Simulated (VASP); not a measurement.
# TePb (zincblende type) (F-43m) in VASP: a series of runs, part 2 of 2

VASP 6.6.1. Earlier steps stand in the parts before.

## (5) Single point, PBE (28.62 Å³/atom)

This run uses another cell than the first one, of 28.62 Å³/atom.

File INCAR:

```
ALGO     = Normal         # electronic algorithm
EDIFF    = 1E-6           # SCF threshold, eV
ENCUT    = 520            # plane-wave cutoff, eV
GGA      = PE             # functional
ISIF     = 2              # what is computed and relaxed
ISMEAR   = -1             # smearing method
LASPH    = True           # aspherical terms in the spheres
LCHARG   = False          # write CHGCAR
LREAL    = False          # projectors in reciprocal space
LWAVE    = False          # write WAVECAR
NBANDS   = 17             # bands
NELM     = 60             # most SCF steps
PREC     = Accurate       # precision mode
SIGMA    = 0.05           # smearing width, eV
```

File KPOINTS:

```
k-points
0
Gamma
  12 12 12
```

File POSCAR:

```
TePb
1.0
    0.0000000000      3.0588815610      3.0588815610
    3.0588815610      0.0000000000      3.0588815610
    3.0588815610      3.0588815610      0.0000000000
Pb Te
1 1
Direct
    0.0000000000      0.0000000000      0.0000000000
    0.2500000000      0.2500000000      0.2500000000
```

Potentials or basis: VASP PAW PBE potentials, release 64 (Pb_d, Te).

Run with:

```sh
$ cat potpaw_PBE.64/Pb_d/POTCAR potpaw_PBE.64/Te/POTCAR > POTCAR
$ mpirun -np 1 vasp_std > vasp.out
```

OUTCAR:

```text
EDIFF = 1E-6
   ENCUT = 520
   GGA = PE
   ISIF = 2
   ISMEAR = -1
   LASPH = True
   LREAL = False
   NELM = 60
   PREC = Accurate

 ion  position               nearest neighbor table
   1  0.000  0.000  0.000-   2 2.65   2 2.65   2 2.65   2 2.65
   2  0.250  0.250  0.250-   1 2.65   1 2.65   1 2.65   1 2.65

  LATTYP: Found a face centered cubic cell.
 ALAT       =     6.1177631220

  Lattice vectors:

 A1 = (   0.0000000000,   3.0588815610,   3.0588815610)
 A2 = (   3.0588815610,   0.0000000000,   3.0588815610)
 A3 = (   3.0588815610,   3.0588815610,   0.0000000000)

Analysis of symmetry for initial positions (statically):
=====================================================================
 Subroutine PRICEL returns:
 Original cell was already a primitive cell.

 Routine SETGRP: Setting up the symmetry group for a
 face centered cubic supercell.

 Subroutine GETGRP returns: Found 24 space group operations
 (whereof 24 operations were pure point group operations)
 out of a pool of 48 trial point group operations.

The static configuration has the point symmetry T_d .

Analysis of symmetry for dynamics (positions and initial velocities):
=====================================================================
 Subroutine PRICEL returns:
 Original cell was already a primitive cell.

 Routine SETGRP: Setting up the symmetry group for a
 face centered cubic supercell.

 Subroutine GETGRP returns: Found 24 space group operations
 (whereof 24 operations were pure point group operations)
 out of a pool of 48 trial point group operations.

The dynamic configuration has the point symmetry T_d .

 Subroutine INISYM returns: Found 24 space group operations
 (whereof 24 operations are pure point group operations),
 and found     1 'primitive' translations

----------------------------------------------------------------------------------------

                                     Primitive cell

  volume of cell :      57.2424

  direct lattice vectors                    reciprocal lattice vectors
     0.000000000  3.058881561  3.058881561    -0.163458437  0.163458437  0.163458437
     3.058881561  0.000000000  3.058881561     0.163458437 -0.163458437  0.163458437
     3.058881561  3.058881561  0.000000000     0.163458437  0.163458437 -0.163458437

  length of vectors
     4.325911789  4.325911789  4.325911789     0.283118318  0.283118318  0.283118318

  position of ions in fractional coordinates (direct lattice)
     0.000000000  0.000000000  0.000000000
     0.250000000  0.250000000  0.250000000

  ion indices of the primitive-cell ions
   primitive index   ion index
                 1           1
                 2           2

----------------------------------------------------------------------------------------

 KPOINTS: k-points

Automatic generation of k-mesh.
 Grid dimensions read from file:
 generate k-points for:   12   12   12

 Generating k-lattice:

  Cartesian coordinates                     Fractional coordinates (reciprocal lattice)
    -0.013621536  0.013621536  0.013621536     0.083333333  0.000000000  0.000000000
     0.013621536 -0.013621536  0.013621536     0.000000000  0.083333333  0.000000000
     0.013621536  0.013621536 -0.013621536     0.000000000  0.000000000  0.083333333

  Length of vectors
     0.023593193  0.023593193  0.023593193

  Shift w.r.t. Gamma in fractional coordinates (k-lattice)
     0.000000000  0.000000000  0.000000000

 Subroutine IBZKPT returns following result:
 ===========================================

 Found     72 irreducible k-points:

 Following reciprocal coordinates:
            Coordinates               Weight
  0.000000  0.000000  0.000000      1.000000
  0.083333  0.000000  0.000000      8.000000
  0.166667  0.000000  0.000000      8.000000
  0.250000  0.000000  0.000000      8.000000
  0.333333  0.000000  0.000000      8.000000
  0.416667  0.000000  0.000000      8.000000
[... 16 lines left out ...]
  0.500000  0.166667  0.000000     24.000000
 -0.416667  0.166667  0.000000     24.000000
 [... further k-points ...]
   k-points           NKPTS =     72   k-points in BZ     NKDIM =     72   number of bands    NBANDS=     17
   number of dos      NEDOS =    301   number of ions     NIONS =      2
   total plane-waves  NPLWV =  32768
   dimension x,y,z NGX =    32 NGY =   32 NGZ =   32
   dimension x,y,z NGXF=    64 NGYF=   64 NGZF=   64
   ions per type =               1   1
   NGX,Y,Z   is equivalent  to a cutoff of  12.30, 12.30, 12.30 a.u.
   NGXF,Y,Z  is equivalent  to a cutoff of  24.60, 24.60, 24.60 a.u.
 SYSTEM =  unknown system
   PREC   = accura    normal or accurate (medium, high low for compatibility)
   ISTART =      0    job   : 0-new  1-cont  2-samecut
   ICHARG =      2    charge: 1-file 2-atom 10-const
   ISPIN  =      1    spin polarized calculation?
   LNONCOLLINEAR =      F non collinear calculations
   LSORBIT =      F    spin-orbit coupling
   LASPH  =      T    aspherical Exc in radial PAW
   ENCUT  =  520.0 eV  38.22 Ry    6.18 a.u.   8.04  8.04  8.04*2*pi/ulx,y,z
   NELM   =     60;   NELMIN=  2; NELMDL= -5     # of ELM steps
   EDIFF  = 0.1E-05   stopping-criterion for ELM
   LREAL  =      F    real-space projection
   EDIFFG = 0.1E-04   stopping-criterion for IOM
   NSW    =      0    number of steps for IOM
   IBRION =     -1    ionic relax: 0-MD 1-quasi-New 2-CG
   NFREE  =      0    steps in history (QN), initial steepest desc. (CG)
   ISIF   =      2    stress and relaxation
   ISYM   =      2    0-nonsym 1-usesym 2-fastsym
   POTIM  = 0.5000    time-step for ionic-motion
   TEBEG  =    0.0;   TEEND  =   0.0 temperature during run
   PSTRESS=    0.0 pullay stress
   NELECT =      20.0000    total number of electrons
   NUPDOWN=      -1.0000    fix difference up-down
   EMIN   =  10.00;   EMAX   =-10.00  energy-range for DOS
   EFERMI =   0.00;   METHOD = LEGACY
   ISMEAR =    -1;   SIGMA  =   0.05  broadening in eV -4-tet -1-fermi 0-gaus
   EFERMI_NEDOS =   21; number of points for ismear=-14 and -15
   IALGO  =     38    algorithm
   IMIX   =      4    mixing-type and parameters
     AMIX     =   0.40;   BMIX     =  1.00
     AMIX_MAG =   1.60;   BMIX_MAG =  1.00
  volume/ion in A,a.u.               =      28.62       193.15
  Fermi-wavevector in a.u.,A,eV,Ry     =   1.153043  2.178935 18.089057  1.329508
  Thomas-Fermi vector in A             =   2.289690
   LORBIT       =      0    0 simple, 1 ext, 2 COOP (PROOUT), +10 PAW based schemes
   GGA     = PE    functional components
   LHFCALC =     F    Hartree Fock is set to
   AEXX    =    0.0000 exact exchange contribution
   IVDW    =     0    specifies the selected vdW correction
   LEPSILON=     F    determine dielectric tensor
   LRPA    =     F    only Hartree local field effects (RPA)
 non-spin polarized calculation
  energy-cutoff  :      520.00
  volume of cell :       57.24
 maximum number of plane-waves:      1572
   NGX = 17   NGY = 17   NGZ = 17

 number of electron      20.0000000 magnetization

 Free energy of the ion-electron system (eV)
  ---------------------------------------------------
  ext. energy  EPLUGINS =         0.00000000
  ---------------------------------------------------
  free energy    TOTEN  =        -3.89900419 eV

  energy without entropy =       -3.89243300  energy(sigma->0) =       -3.89571860

 E-fermi :   8.7032     XC(G=0):  -9.8428

 val. band max:        8.6935163118   @ k =  -0.3333   0.3333   0.1667
 cond. band min:       8.7397691392   @ k =   0.1667   0.1667   0.0000
 fundamental gap:      0.0462528274
 Fermi energy:         8.7031535133

 k-point     1 :       0.0000    0.0000    0.0000
  band No.  band energies     occupation
      1      -9.4166      2.00000
      2      -9.4166      2.00000
      3      -9.4166      2.00000
      4      -9.2178      2.00000
      5      -9.2178      2.00000
      6      -6.7752      2.00000
[... 9 lines left out ...]
     16      15.9694      0.00000
     17      16.1761      0.00000
[... 441 lines left out ...]
 k-point    24 :      -0.4167    0.1667    0.0000
  band No.  band energies     occupation
      1      -9.5750      2.00000
      2      -9.3653      2.00000
      3      -9.3619      2.00000
      4      -9.2221      2.00000
      5      -9.2161      2.00000
      6      -4.6643      2.00000
[... 9 lines left out ...]
     16      15.8259      0.00000
     17      18.4564      0.00000

 [... further k-points ...]

------------------------ aborting loop because EDIFF is reached ----------------------------------------

  FORCE on cell =-STRESS in cart. coord.  units (eV):
  Direction    XX          YY          ZZ          XY          YZ          ZX
  --------------------------------------------------------------------------------------
  -------------------------------------------------------------------------------------
  Total       14.1238981     14.1238981     14.1238981     -0.0000000      0.0000000     -0.0000000
  in kB      395.3185348    395.3185348    395.3185348     -0.0000000      0.0000000     -0.0000000
  external PRESSURE =     395.3185348 kB  Pullay stress =       0.0000000 kB

 VOLUME and BASIS-vectors are now :
 -----------------------------------------------------------------------------
  energy-cutoff  :      520.00
  volume of cell :       57.24
      direct lattice vectors                 reciprocal lattice vectors
     0.000000000  3.058881561  3.058881561    -0.163458437  0.163458437  0.163458437
     3.058881561  0.000000000  3.058881561     0.163458437 -0.163458437  0.163458437
     3.058881561  3.058881561  0.000000000     0.163458437  0.163458437 -0.163458437

 POSITION                                       TOTAL-FORCE (eV/Angst)
 -----------------------------------------------------------------------------------
      0.00000      0.00000      0.00000        -0.000000     -0.000000     -0.000000
      1.52944      1.52944      1.52944         0.000000      0.000000      0.000000
 -----------------------------------------------------------------------------------
    total drift:                                0.000000      0.000000      0.000000

  FREE ENERGIE OF THE ION-ELECTRON SYSTEM (eV)
  ---------------------------------------------------
  free  energy   TOTEN  =        -3.8990041911 eV

  energy  without entropy=       -3.8924330030  energy(sigma->0) =       -3.89571860
```

It took 71 s on 1 thread of Intel Xeon 8259CL, shared host; peak memory 0.22 GiB.

Results:

* Free energy: -3.8990 eV
* Pressure: 39.5 GPa
* Band gap on the k mesh: zero (bands 10 and 11 overlap by 1.42 eV)

Caveat: the cell stands under pressure; spin-orbit coupling is left out, which moves the levels of the heavy elements.

## (6) Single point, PBE (33.56 Å³/atom)

This run uses another cell than the first one, of 33.56 Å³/atom.

File INCAR:

```
SYSTEM = TePb
PREC = Accurate ; ENCUT = 520
EDIFF = 1E-7 ; ISMEAR = -1
SIGMA = 0.05 ; LREAL = .False.
LASPH = .True. ; NELM = 80
ALGO = Normal ; ISIF = 2
LWAVE = .False. ; LCHARG = .False.
GGA = PE ; NBANDS = 17
```

File KPOINTS:

```
regular mesh
0
Gamma
  12 12 12
  0 0 0
```

File POSCAR:

```
TePb
1.0
    0.0000000000      3.2254449544      3.2254449544
    3.2254449544      0.0000000000      3.2254449544
    3.2254449544      3.2254449544      0.0000000000
Pb Te
1 1
Direct
    0.0000000000      0.0000000000      0.0000000000
    0.2500000000      0.2500000000      0.2500000000
```

Potentials or basis: VASP PAW PBE potentials, release 64 (Pb_d, Te).

Run with:

```sh
$ cat potpaw_PBE.64/Pb_d/POTCAR potpaw_PBE.64/Te/POTCAR > POTCAR
$ mpirun -np 1 vasp_std > vasp.out
```

Run time: 1.9 min. Hardware: 1 thread of Intel Xeon 8259CL, shared host; peak memory 0.26 GiB.

The run converged. Its results:

* Free energy: -5.6785 eV
* Pressure: 20.4 GPa
* Band gap on the k mesh: zero (bands 10 and 11 overlap by 0.66 eV)

Levels at points of the mesh, in eV from the Fermi level:
| k point | band 6 | band 7 | band 8 | band 9 | band 10 | band 11 | band 12 | band 13 | band 14 | band 15 |
| --- | --- | --- | --- | --- | --- | --- | --- | --- | --- | --- |
| (0.00, 0.00, 0.00) | -14.03 | -5.07 | -2.38 | -2.38 | -2.38 | 0.99 | 0.99 | 0.99 | 3.69 | 7.11 |
| (0.50, 0.00, 0.00) | -12.62 | -9.09 | -3.34 | -3.34 | -2.61 | 2.05 | 2.05 | 4.59 | 5.70 | 7.57 |
| (0.50, 0.50, 0.00) | -11.83 | -9.91 | -4.49 | -4.49 | -1.11 | -0.36 | 5.80 | 5.80 | 6.20 | 8.51 |

Caveat: the cell stands under pressure; semilocal functionals underestimate gaps, so a narrow gap can read as zero; spin-orbit coupling is left out, which moves the levels of the heavy elements.

## (7) Summary

```csv
cell,gap on the mesh (eV),pressure (GPa)
"a = 3.915 Å, angles 60.0°, 2 atoms",none,116.3
"a = 4.117 Å, angles 60.0°, 2 atoms",none,68.7
"a = 4.326 Å, angles 60.0°, 2 atoms",none,39.5
"a = 4.561 Å, angles 60.0°, 2 atoms",none,20.4
```

Alike in all rows: task single point; level PBE; potentials or basis VASP PAW PBE potentials, release 64 (Pb_d, Te); no spin polarisation; k mesh 12 × 12 × 12; cutoff (eV) 520; smearing fermi-dirac 0.05 eV.

Caveats: the cell stands under pressure; spin-orbit coupling is left out, which moves the levels of the heavy elements; semilocal functionals underestimate gaps, so a narrow gap can read as zero (at least some runs).

Total energies depend on the potentials used, so only differences within one code and one set of settings carry meaning.
